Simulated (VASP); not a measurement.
# SnSe (Pnma) in VASP: further runs, part 2 of 2

VASP 6.6.1.

**4. Single point, r2SCAN+D3(BJ) (27.12 Å³/atom)**

This run uses another cell than the first one, of 27.12 Å³/atom.

File POSCAR:

```
SnSe
1.0
   11.5431923065      0.0000000000      0.0000000000
    0.0000000000      4.1278741441      0.0000000000
    0.0000000000      0.0000000000      4.5526580733
Sn Se
4 4
Direct
    0.1185226353      0.2500000000      0.1135316417
    0.3814773647      0.7500000000      0.6135316417
    0.6185226353      0.2500000000      0.3864683583
    0.8814773647      0.7500000000      0.8864683583
    0.3536167942      0.2500000000      0.0137470647
    0.1463832058      0.7500000000      0.5137470647
    0.8536167942      0.2500000000      0.4862529353
    0.6463832058      0.7500000000      0.9862529353
```

File INCAR.step1:

```
SYSTEM = SnSe
ALGO = Normal ; EDIFF = 1E-4
ENCUT = 520 ; GGA = PE
ISMEAR = 0 ; LASPH = .TRUE.
LCHARG = .FALSE. ; LREAL = .FALSE.
LWAVE = .TRUE. ; NBANDS = 50
NELM = 60 ; PREC = Accurate
SIGMA = 0.05
```

File INCAR.step2:

```
SYSTEM = SnSe
ALGO = Normal ; EDIFF = 1E-7
ENCUT = 520 ; ISIF = 2
ISMEAR = 0 ; ISTART = 1
IVDW = 12 ; LASPH = .TRUE.
LCHARG = .FALSE. ; LMIXTAU = .TRUE.
LREAL = .FALSE. ; LWAVE = .FALSE.
METAGGA = R2SCAN ; NBANDS = 50
NELM = 60 ; PREC = Accurate
SIGMA = 0.05 ; VDW_A1 = 0.49484001
VDW_A2 = 5.73083694 ; VDW_S6 = 1.0
VDW_S8 = 0.78981345
```

File KPOINTS:

```
k-points
0
G
  4 8 6
  0 0 0
```

Potentials or basis: VASP PAW PBE potentials, release 64 (Sn_d, Se).

On the command line:

```console
cat potpaw_PBE.64/Sn_d/POTCAR potpaw_PBE.64/Se/POTCAR > POTCAR
cp INCAR.step1 INCAR
mpirun -np 1 vasp_std > vasp.out
cp INCAR.step2 INCAR
mpirun -np 1 vasp_std > vasp.out
```

OUTCAR:

```text
SYSTEM = SnSe
   EDIFF = 1E-7
   ENCUT = 520
   ISIF = 2
   ISMEAR = 0
   ISTART = 1
   IVDW = 12
   LASPH = .TRUE.
   LREAL = .FALSE.
   METAGGA = R2SCAN
   NELM = 60
   PREC = Accurate
 IVDW          = 12

 ion  position               nearest neighbor table
   1  0.119  0.250  0.114-   5 2.75   6 2.77   6 2.77   4 3.58   4 3.58
   2  0.381  0.750  0.614-   6 2.75   5 2.77   5 2.77   3 3.58   3 3.58
   3  0.619  0.250  0.386-   7 2.75   8 2.77   8 2.77   2 3.58   2 3.58
   4  0.881  0.750  0.886-   8 2.75   7 2.77   7 2.77   1 3.58   1 3.58
   5  0.354  0.250  0.014-   1 2.75   2 2.77   2 2.77
   6  0.146  0.750  0.514-   2 2.75   1 2.77   1 2.77
   7  0.854  0.250  0.486-   3 2.75   4 2.77   4 2.77
   8  0.646  0.750  0.986-   4 2.75   3 2.77   3 2.77

  LATTYP: Found a simple orthorhombic cell.
 ALAT       =     4.1278741441
 B/A-ratio  =     1.1029062211
 C/A-ratio  =     2.7964012234

  Lattice vectors:

 A1 = (   0.0000000000,   4.1278741441,   0.0000000000)
 A2 = (   0.0000000000,   0.0000000000,   4.5526580733)
 A3 = (  11.5431923065,   0.0000000000,   0.0000000000)

[... 193 lines left out ...]
 fundamental gap:      0.9995444825
 Fermi energy:         5.3372121268

 k-point     1 :       0.0000    0.0000    0.0000
  band No.  band energies     occupation
      1     -16.8774      2.00000
      2     -16.8609      2.00000
      3     -16.8574      2.00000
      4     -16.8536      2.00000
      5     -16.8496      2.00000
      6     -16.8489      2.00000
[... 1261 lines left out ...]
     49       9.7044      0.00000
     50       9.7044      0.00000

 [... further k-points ...]

------------------------ aborting loop because EDIFF is reached ----------------------------------------

 Edisp (eV)   -1.33250

 E8    (eV) :    -0.4694

  FORCE on cell =-STRESS in cart. coord.  units (eV):
  Direction    XX          YY          ZZ          XY          YZ          ZX
  --------------------------------------------------------------------------------------
  -------------------------------------------------------------------------------------
  Total       0.10088     0.04025     0.23679     0.00000     0.00000     0.00000
  in kB       0.74506     0.29725     1.74890     0.00000     0.00000     0.00000
  external pressure =        0.93 kB  Pullay stress =        0.00 kB

 VOLUME and BASIS-vectors are now :
 -----------------------------------------------------------------------------
  energy-cutoff  :      520.00
  volume of cell :      216.93
      direct lattice vectors                 reciprocal lattice vectors
    11.543192306  0.000000000  0.000000000     0.086631148  0.000000000  0.000000000
     0.000000000  4.127874144  0.000000000     0.000000000  0.242255448  0.000000000
     0.000000000  0.000000000  4.552658073     0.000000000  0.000000000  0.219651901

 POSITION                                       TOTAL-FORCE (eV/Angst)
 -----------------------------------------------------------------------------------
      1.36813      1.03197      0.51687        -0.018488     -0.000000     -0.009735
      4.40347      3.09591      2.79320         0.018488      0.000000     -0.009735
      7.13973      1.03197      1.75946        -0.018488     -0.000000      0.009735
     10.17506      3.09591      4.03579         0.018488      0.000000      0.009735
      4.08187      1.03197      0.06259         0.002790     -0.000000      0.007704
      1.68973      3.09591      2.33891        -0.002790      0.000000      0.007704
      9.85346      1.03197      2.21374         0.002790     -0.000000     -0.007704
      7.46133      3.09591      4.49007        -0.002790     -0.000000     -0.007704
 -----------------------------------------------------------------------------------
    total drift:                               -0.000000     -0.000000      0.000000

  FREE ENERGIE OF THE ION-ELECTRON SYSTEM (eV)
  ---------------------------------------------------
  free  energy   TOTEN  =      -161.1498475841 eV

  energy  without entropy=     -161.1498475841  energy(sigma->0) =     -161.14984758
```

OSZICAR.step1:

```text
N       E                     dE             d eps       ncg     rms          rms(c)
DAV:   1     0.872604015103E+03    0.87260E+03   -0.36764E+04  6398   0.205E+03
DAV:   2     0.118305183100E+03   -0.75430E+03   -0.73040E+03  6032   0.587E+02
DAV:   3    -0.232230774949E+02   -0.14153E+03   -0.13449E+03  7070   0.202E+02
DAV:   4    -0.332004332065E+02   -0.99774E+01   -0.97912E+01  7116   0.542E+01
DAV:   5    -0.335349860725E+02   -0.33455E+00   -0.33336E+00  7014   0.106E+01    0.655E+00
DAV:   6    -0.328271712614E+02    0.70781E+00   -0.11982E+00  8328   0.561E+00    0.409E+00
DAV:   7    -0.328209887189E+02    0.61825E-02   -0.57987E-01  7702   0.266E+00    0.153E+00
DAV:   8    -0.328177053655E+02    0.32834E-02   -0.57894E-02  7856   0.156E+00    0.350E-01
DAV:   9    -0.328180413948E+02   -0.33603E-03   -0.80508E-03  7470   0.595E-01    0.111E-01
DAV:  10    -0.328181451123E+02   -0.10372E-03   -0.86558E-04  6384   0.149E-01    0.570E-02
DAV:  11    -0.328182127612E+02   -0.67649E-04   -0.22775E-04  4632   0.825E-02
   1 F= -.32818213E+02 E0= -.32818213E+02  d E =-.973128E-16
```

It took 66 min on 1 thread of Oxide Virtual Turin-like, shared host; peak memory 0.65 GiB.

What came out:

```
Free energy                : -161.1498 eV
Pressure                   : 0.1 GPa
Largest force              : 0.021 eV/Å
Band gap on the k mesh     : 1.00 eV (least direct gap 1.30 eV)
Dispersion energy per atom : -0.167 eV
```

Forces in eV/Å, atoms in the order of the input:
```
Sn  -0.018  0.000 -0.010
Sn   0.018  0.000 -0.010
Sn  -0.018  0.000  0.010
Sn   0.018  0.000  0.010
Se   0.003  0.000  0.008
Se  -0.003  0.000  0.008
Se   0.003  0.000 -0.008
Se  -0.003  0.000 -0.008
```

Levels at points of the mesh, in eV from the valence-band top:
```csv
k point,band 38,band 39,band 40,band 41,band 42,band 43
"(0.00, 0.00, 0.00)",-1.06,-0.78,-0.38,1.02,3.04,3.13
"(0.50, 0.00, 0.00)",-1.92,-0.54,-0.54,2.78,2.78,2.84
"(0.00, 0.50, 0.00)",-1.01,-1.01,-1.01,1.40,1.40,1.61
"(0.50, 0.50, 0.00)",-1.16,-1.16,-1.16,1.75,1.75,1.75
"(0.00, 0.00, 0.50)",-0.82,-0.10,-0.10,1.56,1.56,2.08
"(0.50, 0.00, 0.50)",-0.55,-0.11,-0.11,1.54,1.54,2.09
"(0.00, 0.50, 0.50)",-2.28,-1.42,-1.42,2.94,2.94,3.25
"(0.50, 0.50, 0.50)",-1.54,-1.54,-1.54,2.77,2.77,2.77
```

Caveat: the PAW data sets were made with another functional, which shifts forces and pressure a little; spin-orbit coupling is left out, which moves the levels of the heavy elements.

**5. Single point, r2SCAN+D3(BJ)**

File POSCAR:

```
SnSe
1.0
   11.4200000000      0.0000000000      0.0000000000
    0.0000000000      4.1900000000      0.0000000000
    0.0000000000      0.0000000000      4.4600000000
Sn Se
4 4
Direct
    0.1175419167      0.2500000000      0.1067650513
    0.3824580833      0.7500000000      0.6067650513
    0.6175419167      0.2500000000      0.3932349487
    0.8824580833      0.7500000000      0.8932349487
    0.3544739250      0.2500000000      0.0117640554
    0.1455260750      0.7500000000      0.5117640554
    0.8544739250      0.2500000000      0.4882359446
    0.6455260750      0.7500000000      0.9882359446
```

File INCAR.step1:

```
  ALGO = Normal
  EDIFF = 1E-4
  ENCUT = 520
  GGA = PE
  ISMEAR = 0
  LASPH = True
  LCHARG = False
  LREAL = False
  LWAVE = True
  NBANDS = 50
  NELM = 100
  PREC = Accurate
  SIGMA = 0.05
```

File INCAR.step2:

```
  ALGO = Normal
  EDIFF = 1E-7
  ENCUT = 520
  ISIF = 2
  ISMEAR = 0
  ISTART = 1
  IVDW = 12
  LASPH = True
  LCHARG = True
  LELF = True
  LMIXTAU = True
  LREAL = False
  LVHAR = True
  LWAVE = False
  METAGGA = R2SCAN
  NBANDS = 50
  NELM = 100
  PREC = Accurate
  SIGMA = 0.05
  VDW_A1 = 0.49484001
  VDW_A2 = 5.73083694
  VDW_S6 = 1.0
  VDW_S8 = 0.78981345
```

File KPOINTS:

```
k-points
0
Gamma
  4 8 6
```

On the command line:

```console
cat potpaw_PBE.64/Sn_d/POTCAR potpaw_PBE.64/Se/POTCAR > POTCAR
cp INCAR.step1 INCAR
mpirun -np 1 vasp_std > vasp.out
cp INCAR.step2 INCAR
mpirun -np 1 vasp_std > vasp.out
```

Run time: 74 min. Hardware: 1 thread of Oxide Virtual Turin-like, shared host; peak memory 0.64 GiB.

Results (log left out):

```
Free energy                : -161.1294 eV
Pressure                   : 0.4 GPa
Largest force              : 0.020 eV/Å
Band gap on the k mesh     : 1.04 eV (least direct gap 1.22 eV)
Dispersion energy per atom : -0.169 eV
```

Forces on the atoms (eV/Å):
```
Sn  -0.018  0.000 -0.009
Sn   0.018  0.000 -0.009
Sn  -0.018  0.000  0.009
Sn   0.018  0.000  0.009
Se   0.016  0.000  0.007
Se  -0.016  0.000  0.007
Se   0.016  0.000 -0.007
Se  -0.016  0.000 -0.007
```

Stress tensor (GPa, compression positive):
```
 0.92  0.00  0.00
 0.00 -0.36  0.00
 0.00  0.00  0.63
```

Levels at points of the mesh, in eV from the valence-band top:
```
           k point  band 36  band 37  band 38  band 39  band 40  band 41  band 42  band 43  band 44  band 45
(0.00, 0.00, 0.00)    -1.85    -1.74    -1.02    -0.70    -0.47     1.04     3.05     3.19     3.21     3.45
(0.50, 0.00, 0.00)    -2.09    -2.03    -2.03    -0.54    -0.54     2.79     2.79     2.93     2.93     3.98
(0.00, 0.50, 0.00)    -1.80    -0.95    -0.95    -0.87    -0.87     1.48     1.48     1.77     1.77     2.16
(0.50, 0.50, 0.00)    -2.21    -1.04    -1.04    -1.04    -1.04     1.88     1.88     1.88     1.88     2.58
(0.00, 0.00, 0.50)    -1.50    -0.81    -0.81    -0.18    -0.18     1.46     1.46     1.92     1.92     2.04
(0.50, 0.00, 0.50)    -2.02    -0.55    -0.55    -0.19    -0.19     1.43     1.43     1.97     1.97     2.02
(0.00, 0.50, 0.50)    -3.22    -2.30    -2.30    -1.45    -1.45     3.01     3.01     3.32     3.32     5.15
(0.50, 0.50, 0.50)    -3.84    -1.53    -1.53    -1.53    -1.53     2.80     2.80     2.80     2.80     5.10
```

Caveat: the PAW data sets were made with another functional, which shifts forces and pressure a little; spin-orbit coupling is left out, which moves the levels of the heavy elements. A k mesh can miss the band edges.

**6. Single point, r2SCAN+D3(BJ) (27.87 Å³/atom)**

This run uses another cell than the first one, of 27.87 Å³/atom.

File POSCAR:

```
SnSe
1.0
   11.6477009345      0.0000000000      0.0000000000
    0.0000000000      4.1357113828      0.0000000000
    0.0000000000      0.0000000000      4.6290915207
Sn Se
4 4
Direct
    0.1199158944      0.2500000000      0.1204794146
    0.3800841056      0.7500000000      0.6204794146
    0.6199158944      0.2500000000      0.3795205854
    0.8800841056      0.7500000000      0.8795205854
    0.3527786214      0.2500000000      0.0134655576
    0.1472213786      0.7500000000      0.5134655576
    0.8527786214      0.2500000000      0.4865344424
    0.6472213786      0.7500000000      0.9865344424
```

File INCAR.step1:

```
  ALGO = Normal
  EDIFF = 1E-4
  ENCUT = 520
  GGA = PE
  ISMEAR = 0
  LASPH = T
  LCHARG = F
  LREAL = F
  LWAVE = T
  NBANDS = 50
  NELM = 60
  PREC = Accurate
  SIGMA = 0.05
```

File INCAR.step2:

```
  ALGO = Normal
  EDIFF = 1E-6
  ENCUT = 520
  ISIF = 2
  ISMEAR = 0
  ISTART = 1
  IVDW = 12
  LASPH = T
  LCHARG = F
  LMIXTAU = T
  LREAL = F
  LWAVE = F
  METAGGA = R2SCAN
  NBANDS = 50
  NELM = 60
  PREC = Accurate
  SIGMA = 0.05
  VDW_A1 = 0.49484001
  VDW_A2 = 5.73083694
  VDW_S6 = 1.0
  VDW_S8 = 0.78981345
```

KPOINTS is that of step 5.

Potentials or basis: VASP PAW PBE potentials, release 64 (Sn_d, Se).

On the command line:

```console
cat potpaw_PBE.64/Sn_d/POTCAR potpaw_PBE.64/Se/POTCAR > POTCAR
cp INCAR.step1 INCAR
mpirun -np 1 vasp_std > vasp.out
cp INCAR.step2 INCAR
mpirun -np 1 vasp_std > vasp.out
```

Run time: 44 min. Hardware: 1 thread of Oxide Virtual Turin-like, shared host; peak memory 0.65 GiB.

It converged, with:

```yaml
Free_energy: -161.1422 eV
Pressure: -0.5 GPa
Largest_force: 0.020 eV/Å
Band_gap_on_the_k_mesh: 1.04 eV (least direct gap 1.35 eV)
Dispersion_energy_per_atom: -0.162 eV
```

Forces in eV/Å, atoms in the order of the input:
```
Sn  -0.015  0.000 -0.012
Sn   0.015  0.000 -0.012
Sn  -0.015  0.000  0.012
Sn   0.015  0.000  0.012
Se   0.000  0.000  0.010
Se   0.000  0.000  0.010
Se   0.000  0.000 -0.010
Se   0.000  0.000 -0.010
```

Stress tensor (GPa, compression positive):
```
-0.52  0.00  0.00
 0.00 -0.57  0.00
 0.00  0.00 -0.41
```

Levels at points of the mesh, in eV from the valence-band top:
```tsv
k point	band 38	band 39	band 40	band 41	band 42	band 43
(0.00, 0.00, 0.00)	-0.98	-0.74	-0.32	1.14	3.00	3.09
(0.50, 0.00, 0.00)	-1.83	-0.48	-0.48	2.75	2.75	2.84
(0.00, 0.50, 0.00)	-1.04	-0.96	-0.96	1.48	1.48	1.57
(0.50, 0.50, 0.00)	-1.15	-1.15	-1.15	1.77	1.77	1.77
(0.00, 0.00, 0.50)	-0.79	-0.10	-0.10	1.60	1.60	2.11
(0.50, 0.00, 0.50)	-0.54	-0.12	-0.12	1.60	1.60	2.12
(0.00, 0.50, 0.50)	-2.16	-1.31	-1.31	2.97	2.97	3.26
(0.50, 0.50, 0.50)	-1.46	-1.46	-1.46	2.84	2.84	2.84
```

Caveat: the PAW data sets were made with another functional, which shifts forces and pressure a little; spin-orbit coupling is left out, which moves the levels of the heavy elements.

**7. Summary**

| task | level | cell | k mesh | cutoff (eV) | gap on the mesh (eV) | pressure (GPa) | largest force (eV/Å) |
| --- | --- | --- | --- | --- | --- | --- | --- |
| relaxation of cell and atoms | PBE+D3(BJ) | relaxed from a = 11.420, b = 4.190, c = 4.460 Å, 8 atoms, atomic positions A | 2 × 6 × 4 | 600 | 0.52 | 0.1 | 0.02 |
| single point | r2SCAN+D3(BJ) | a = 11.428, b = 4.098, c = 4.498 Å, 8 atoms, atomic positions B | 4 × 8 × 6 | 520 | 0.88 | 1.0 | 0.02 |
| single point | r2SCAN+D3(BJ) | a = 11.543, b = 4.128, c = 4.553 Å, 8 atoms, atomic positions C | 4 × 8 × 6 | 520 | 1.00 | 0.1 | 0.02 |
| single point | r2SCAN+D3(BJ) | a = 11.420, b = 4.190, c = 4.460 Å, 8 atoms, atomic positions D | 4 × 8 × 6 | 520 | 1.04 | 0.4 | 0.02 |
| single point | r2SCAN+D3(BJ) | a = 11.648, b = 4.136, c = 4.629 Å, 8 atoms, atomic positions E | 4 × 8 × 6 | 520 | 1.04 | -0.5 | 0.02 |

Alike in all rows: potentials or basis VASP PAW PBE potentials, release 64 (Sn_d, Se); no spin polarisation; smearing gaussian 0.05 eV.

Caveats: spin-orbit coupling is left out, which moves the levels of the heavy elements; the PAW data sets were made with another functional, which shifts forces and pressure a little (at least some runs).

Absolute energies hang on the potentials; compare differences alone.

**8. Against experiment**

Step 4. Against the measured gap of SnSe, 0.89 eV (indirect; 300 K; “Linear dichroism of the optical properties of SnS and SnSe van der Waals crystals”, 2024, arxiv:2409.17412), the calculated 1.00 eV is off by +0.11 eV. 2 values of this kind are on record (0.89 to 0.99 eV); this one was drawn at random. Spin-orbit coupling on Se, Sn is left out. The value is that of r2SCAN+D3(BJ) on a finite k mesh, which can miss the band edges, without temperature or zero-point motion.

Step 6. Measured gap of SnSe: 0.89 eV (indirect; 300 K; “Linear dichroism of the optical properties of SnS and SnSe van der Waals crystals”, 2024, arxiv:2409.17412). This calculation gives 1.04 eV (+0.15 eV). 2 values of this kind are on record (0.89 to 0.99 eV); this one was drawn at random. Spin-orbit coupling on Se, Sn is left out. The value is that of r2SCAN+D3(BJ) on a finite k mesh, which can miss the band edges, without temperature or zero-point motion.
